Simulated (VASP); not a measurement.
WSe2, 6 atoms in the cell. The typed cell holds 6 atoms: a = 3.191 Å, b = 3.322 Å, c = 13.480 Å, α = 89.20°, β = 93.36°, γ = 121.38°.  This cell differs from its parent crystal: atoms moved at random and the cell strained at random.

- Program: VASP 6.6.1
- Task: single point
- Functional: LDA
- Potentials or basis: VASP PAW LDA potentials, release 64 (W_sv, Se)
- Cutoff: 500 eV
- k mesh: 12 × 12 × 2
- Occupations: gaussian, width 0.05 eV
- Spin: no spin polarisation
- Dipole correction: no
- Further INCAR settings: ALGO = Normal; EDIFF = 1e-06; NBANDS = 35

Potentials or basis: VASP PAW LDA potentials, release 64 (W_sv, Se).

Command:

```bash
$ cat potpaw_LDA.64/W_sv/POTCAR potpaw_LDA.64/Se/POTCAR > POTCAR
$ mpirun -np 1 vasp_std > vasp.out
```

Hardware: 1 thread of Intel(R) Xeon(R) 6975P-C (Granite Rapids), with other jobs on the host.

Task: How long does it take, and how much memory?

Result: It took 2.9 min on 1 thread of Intel(R) Xeon(R) 6975P-C (Granite Rapids), with other jobs on the host, peak memory 0.54 GiB. Counts: scf iterations 14, k points 148.
